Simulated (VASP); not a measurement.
# SnSe (CsCl type) (Pm-3m) in VASP: a series of runs, part 2 of 2

VASP 6.6.1.

## (3) Relaxation of cell and atoms, PBE

This run uses another cell than the first one, of 14.25 Å³/atom, 0.572 times its volume.

The input, INCAR:

```
SYSTEM = SnSe
  ALGO = Normal
  EDIFF = 1E-6
  EDIFFG = -0.005
  ENCUT = 600
  GGA = PE
  IBRION = 2
  ISIF = 3
  ISMEAR = -1
  LASPH = .TRUE.
  LCHARG = .FALSE.
  LREAL = .FALSE.
  LWAVE = .FALSE.
  NELM = 60
  NSW = 100
  PREC = Accurate
  SIGMA = 0.03
```

The input, KPOINTS:

```
k-points
0
G
  12 12 12
  0 0 0
```

The input, POSCAR:

```
SnSe
1.0
    3.0546685047      0.0000000000      0.0000000000
    0.0000000000      3.0546685047      0.0000000000
    0.0000000000      0.0000000000      3.0546685047
Sn Se
1 1
Direct
    0.0000000000      0.0000000000      0.0000000000
    0.5000000000      0.5000000000      0.5000000000
```

Potentials or basis: VASP PAW PBE potentials, release 64 (Sn_d, Se).

The run is started by

```console
> cat potpaw_PBE.64/Sn_d/POTCAR potpaw_PBE.64/Se/POTCAR > POTCAR
> mpirun -np 1 vasp_std > vasp.out
```

OUTCAR:

```text
SYSTEM = SnSe
   EDIFF = 1E-6
   EDIFFG = -0.005
   ENCUT = 600
   GGA = PE
   IBRION = 2
   ISIF = 3
   ISMEAR = -1
   LASPH = .TRUE.
   LREAL = .FALSE.
   NELM = 60
   NSW = 100
   PREC = Accurate

 ion  position               nearest neighbor table
   1  0.000  0.000  0.000-   2 2.65   2 2.65   2 2.65   2 2.65   2 2.65   2 2.65   2 2.65   2 2.65

   2  0.500  0.500  0.500-   1 2.65   1 2.65   1 2.65   1 2.65   1 2.65   1 2.65   1 2.65   1 2.65

  LATTYP: Found a simple cubic cell.
 ALAT       =     3.0546685047

  Lattice vectors:

 A1 = (   3.0546685047,   0.0000000000,   0.0000000000)
 A2 = (   0.0000000000,   3.0546685047,   0.0000000000)
 A3 = (   0.0000000000,   0.0000000000,   3.0546685047)

Analysis of symmetry for initial positions (statically):
=====================================================================
 Subroutine PRICEL returns:
 Original cell was already a primitive cell.

 Routine SETGRP: Setting up the symmetry group for a
 simple cubic supercell.

 Subroutine GETGRP returns: Found 48 space group operations
 (whereof 48 operations were pure point group operations)
 out of a pool of 48 trial point group operations.

The static configuration has the point symmetry O_h .

Analysis of symmetry for dynamics (positions and initial velocities):
=====================================================================
 Subroutine PRICEL returns:
 Original cell was already a primitive cell.

 Routine SETGRP: Setting up the symmetry group for a
 simple cubic supercell.

 Subroutine GETGRP returns: Found 48 space group operations
 (whereof 48 operations were pure point group operations)
 out of a pool of 48 trial point group operations.

The dynamic configuration has the point symmetry O_h .

 Subroutine INISYM returns: Found 48 space group operations
 (whereof 48 operations are pure point group operations),
 and found     1 'primitive' translations

[... 98 lines left out ...]
   IBRION =      2    ionic relax: 0-MD 1-quasi-New 2-CG
   NFREE  =      1    steps in history (QN), initial steepest desc. (CG)
   ISIF   =      3    stress and relaxation
   ISYM   =      2    0-nonsym 1-usesym 2-fastsym
   POTIM  = 0.5000    time-step for ionic-motion
   TEBEG  =    0.0;   TEEND  =   0.0 temperature during run
   PSTRESS=    0.0 pullay stress
   NELECT =      20.0000    total number of electrons
   NUPDOWN=      -1.0000    fix difference up-down
   EMIN   =  10.00;   EMAX   =-10.00  energy-range for DOS
   EFERMI =   0.00;   METHOD = LEGACY
   ISMEAR =    -1;   SIGMA  =   0.03  broadening in eV -4-tet -1-fermi 0-gaus
   EFERMI_NEDOS =   21; number of points for ismear=-14 and -15
   IALGO  =     38    algorithm
   IMIX   =      4    mixing-type and parameters
     AMIX     =   0.40;   BMIX     =  1.00
     AMIX_MAG =   1.60;   BMIX_MAG =  1.00
  volume/ion in A,a.u.               =      14.25        96.17
  Fermi-wavevector in a.u.,A,eV,Ry     =   1.454747  2.749073 28.793850  2.116288
  Thomas-Fermi vector in A             =   2.571862
   LORBIT       =      0    0 simple, 1 ext, 2 COOP (PROOUT), +10 PAW based schemes
   GGA     = PE    functional components
   LHFCALC =     F    Hartree Fock is set to
   AEXX    =    0.0000 exact exchange contribution
   IVDW    =     0    specifies the selected vdW correction
   LEPSILON=     F    determine dielectric tensor
   LRPA    =     F    only Hartree local field effects (RPA)
 conjugate gradient relaxation of ions
 non-spin polarized calculation
  energy-cutoff  :      600.00
  volume of cell :       28.50
 maximum number of plane-waves:       976
   NGX = 13   NGY = 13   NGZ = 13

--------------------------------------- Ionic step        1  -------------------------------------------

 number of electron      20.0000013 magnetization

 Free energy of the ion-electron system (eV)
  ---------------------------------------------------
  ext. energy  EPLUGINS =         0.00000000
  ---------------------------------------------------
  free energy    TOTEN  =        -3.85240821 eV

  energy without entropy =       -3.85098179  energy(sigma->0) =       -3.85169500

 E-fermi :  15.2250     XC(G=0): -13.0144

 val. band max:       15.1594869335   @ k =   0.1667   0.1667   0.0000
 cond. band min:      15.2587540321   @ k =   0.5000   0.2500   0.1667
 fundamental gap:      0.0992670987
 Fermi energy:        15.2250232524
[... 926 lines left out ...]
  FREE ENERGIE OF THE ION-ELECTRON SYSTEM (eV)
  ---------------------------------------------------
  free  energy   TOTEN  =        -7.7114843493 eV

  energy  without entropy=       -7.7083388127  energy(sigma->0) =       -7.70991158

[... ionic steps 4 to 19 ...]

--------------------------------------- Ionic step       20  -------------------------------------------

 number of electron      20.0000028 magnetization

------------------------ aborting loop because EDIFF is reached ----------------------------------------
[... 67 lines left out ...]
--------------------------------------- Ionic step       22  -------------------------------------------

 number of electron      20.0000029 magnetization

 Free energy of the ion-electron system (eV)
  ---------------------------------------------------
  ext. energy  EPLUGINS =         0.00000000
  ---------------------------------------------------
  free energy    TOTEN  =        -7.71153169 eV

  energy without entropy =       -7.70833429  energy(sigma->0) =       -7.70993299

 E-fermi :   6.1849     XC(G=0): -10.1786

 val. band max:        6.1723683490   @ k =   0.5000   0.0833   0.0000
 cond. band min:       6.1874574294   @ k =   0.4167   0.3333   0.3333
 fundamental gap:      0.0150890804
 Fermi energy:         6.1849194028
[... 437 lines left out ...]
  FREE ENERGIE OF THE ION-ELECTRON SYSTEM (eV)
  ---------------------------------------------------
  free  energy   TOTEN  =        -7.7115316874 eV

  energy  without entropy=       -7.7083342911  energy(sigma->0) =       -7.70993299

 reached required accuracy - stopping structural energy minimisation
```

OSZICAR:

```text
N       E                     dE             d eps       ncg     rms          rms(c)
DAV:   1     0.143728620885E+03    0.14373E+03   -0.11305E+04  2402   0.240E+03
DAV:   2     0.615641424055E+01   -0.13757E+03   -0.13445E+03  2514   0.460E+02
[... 139 lines left out ...]
  21 F= -.77115286E+01 E0= -.77099375E+01  d E =-.419347E-03
       N       E                     dE             d eps       ncg     rms          rms(c)
DAV:   1    -0.771165021645E+01   -0.12207E-03   -0.26325E-03  2904   0.836E-01    0.601E-02
DAV:   2    -0.771155229191E+01    0.97925E-04   -0.16468E-04  2862   0.207E-01    0.256E-02
DAV:   3    -0.771153156349E+01    0.20728E-04   -0.65230E-05  2958   0.129E-01    0.466E-03
DAV:   4    -0.771153168740E+01   -0.12391E-06   -0.15101E-06  1298   0.126E-02
  22 F= -.77115317E+01 E0= -.77099330E+01  d E =-.422396E-03
```

CONTCAR:

```text
SnSe
   1.00000000000000
     3.6789952416793259    0.0000000000000000    0.0000000000000000
     0.0000000000000000    3.6789952416793263    0.0000000000000001
    -0.0000000000000000   -0.0000000000000000    3.6789952416793263
  Sn              Se
     1     1
Direct
     0.0000000000000000    0.0000000000000000    0.0000000000000000
     0.5000000000000000    0.5000000000000000    0.5000000000000000

  0.00000000E+00  0.00000000E+00  0.00000000E+00
  0.00000000E+00  0.00000000E+00  0.00000000E+00
```

Wall time 2.1 min (1 thread of AMD EPYC 9R45 (Zen 5), shared host); peak memory 0.15 GiB.

What came out:

* Free energy: -7.7115 eV
* Relaxed volume: 24.90 Å³/atom
* Relaxed cell: a = 3.679 Å, b = 3.679 Å, c = 3.679 Å, α = 90.00°, β = 90.00°, γ = 90.00°
* Space group after relaxing (to 0.05 Å): Pm-3m (No. 221)
* Energy gained by relaxing: 1929.6 meV/atom
* Ionic steps: 22
* Pressure after relaxing: 0.0 GPa
* Band gap on the k mesh: zero (band 10 reaches 6.52 eV, above the bottom of band 11 at 5.15 eV)

The path:
| step | energy change (eV) | largest force (eV/Å) | pressure (GPa) | volume (Å³) |
| --- | --- | --- | --- | --- |
| 1 | 0.0000 | 0.0000 | 99.97 | 28.50 |
| 2 | -2.4258 | 0.0000 | -8.75 | 83.17 |
| 3 | -3.8591 | 0.0000 | -0.13 | 49.93 |
| 4 | -3.8587 | 0.0000 | 0.37 | 49.42 |
| 5 | -3.8587 | 0.0000 | 0.40 | 49.42 |
| 6 | -3.8587 | 0.0000 | 0.35 | 49.43 |
| 7 | -3.8587 | 0.0000 | 0.37 | 49.43 |
| 8 | -3.8587 | 0.0000 | 0.37 | 49.43 |
| 9 | -3.8587 | 0.0000 | 0.37 | 49.43 |
| 10 | -3.8587 | 0.0000 | 0.37 | 49.43 |
| 11 | -3.8587 | 0.0000 | 0.37 | 49.43 |
| 12 | -3.8587 | 0.0000 | 0.38 | 49.43 |
| 13 | -3.8587 | 0.0000 | 0.39 | 49.43 |
| 14 | -3.8587 | 0.0000 | 0.35 | 49.44 |
| 15 | -3.8587 | 0.0000 | 0.34 | 49.45 |
| 16 | -3.8588 | 0.0000 | 0.32 | 49.47 |
| 17 | -3.8589 | 0.0000 | 0.28 | 49.51 |
| 18 | -3.8590 | 0.0000 | 0.23 | 49.59 |
| 19 | -3.8591 | 0.0000 | 0.08 | 49.75 |
| 20 | -3.8589 | 0.0000 | -0.20 | 50.06 |
| 21 | -3.8591 | 0.0000 | -0.07 | 49.84 |
| 22 | -3.8591 | 0.0000 | 0.03 | 49.80 |

Final structure:
```
Sn Se
1.0
     3.67900    0.00000    0.00000
     0.00000    3.67900    0.00000
     0.00000    0.00000    3.67900
Sn Se
1 1
Direct
  0.00000 0.00000 0.00000
  0.50000 0.50000 0.50000
```

Levels at points of the mesh, in eV from the Fermi level:
| k point | band 6 | band 7 | band 8 | band 9 | band 10 | band 11 | band 12 | band 13 | band 14 |
| --- | --- | --- | --- | --- | --- | --- | --- | --- | --- |
| (0.00, 0.00, 0.00) | -13.65 | -5.73 | -1.83 | -1.83 | -1.83 | 4.43 | 4.43 | 6.06 | 6.06 |
| (0.50, 0.00, 0.00) | -12.66 | -8.31 | -0.57 | -0.57 | -0.07 | 0.42 | 3.13 | 3.13 | 6.43 |
| (0.50, 0.50, 0.00) | -11.99 | -6.05 | -4.94 | -4.94 | -0.15 | 4.11 | 4.11 | 4.76 | 6.49 |
| (0.50, 0.50, 0.50) | -11.60 | -4.48 | -2.95 | -2.95 | -2.95 | -1.04 | -1.04 | -1.04 | 13.96 |

Caveat: the volume moved by over 15 % at a fixed basis, so the end points are rough; spin-orbit coupling is left out, which moves the levels of the heavy elements.
